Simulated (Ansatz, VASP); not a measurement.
**CsCoSi3: VASP beside Ansatz**

```xyz
10
Lattice="6.6024 0.0000 0.0000 -3.3012 5.7178 0.0000 0.0000 0.0000 5.5294" Properties=species:S:1:pos:R:3 pbc="T T T"
Cs   -0.0003    3.8121    4.1471
Cs    3.3009    1.9058    1.3824
Co    0.0000    0.0000    0.0000
Co    0.0000    0.0000    2.7647
Si   -1.7711    4.8344    1.3824
Si    1.5301    0.8834    4.1471
Si    0.0000    1.7668    1.3824
Si    5.0723    0.8834    4.1471
Si    1.7711    4.8344    1.3824
Si    3.3012    3.9510    4.1471
```

Alike in both runs: task single point; functional PBEsol; k mesh 6 × 6 × 6; occupations fermi-dirac, width 0.0729 eV; no spin polarisation.

|  | VASP | Ansatz |
| --- | --- | --- |
| version | VASP 6.6.1 | Ansatz 0.2.0 |
| potentials or method | VASP PAW PBE potentials, release 64 (Cs_sv, Co, Si), cutoff 520 eV | PAW plane waves |
| valence electrons in the cell | 60 | 76 |

Ansatz gave:

```
pressure (GPa)                                                : 1.2
traceless stress, the component that is largest in VASP (GPa) : -2.91
rms of the force components (eV/Å)                            : 0.203
```

Task: What did VASP give for the same quantities?

Result: Pressure (GPa): 1.4; traceless stress, the component that is largest in VASP (GPa): -2.91; rms of the force components (eV/Å): 0.198.

VASP's potentials were made for PBE, not for PBEsol. Atom by atom the forces differ by 0.006 eV/Å (rms over components). With one functional, cell and mesh, what is left measures potentials, basis and numerics. VASP's potentials hold 60 valence electrons a cell and Ansatz's 76, so a difference there can come from the potentials and not from the codes. Ansatz's warnings: structure snapped to symmetry.

Spin-orbit coupling is off throughout.
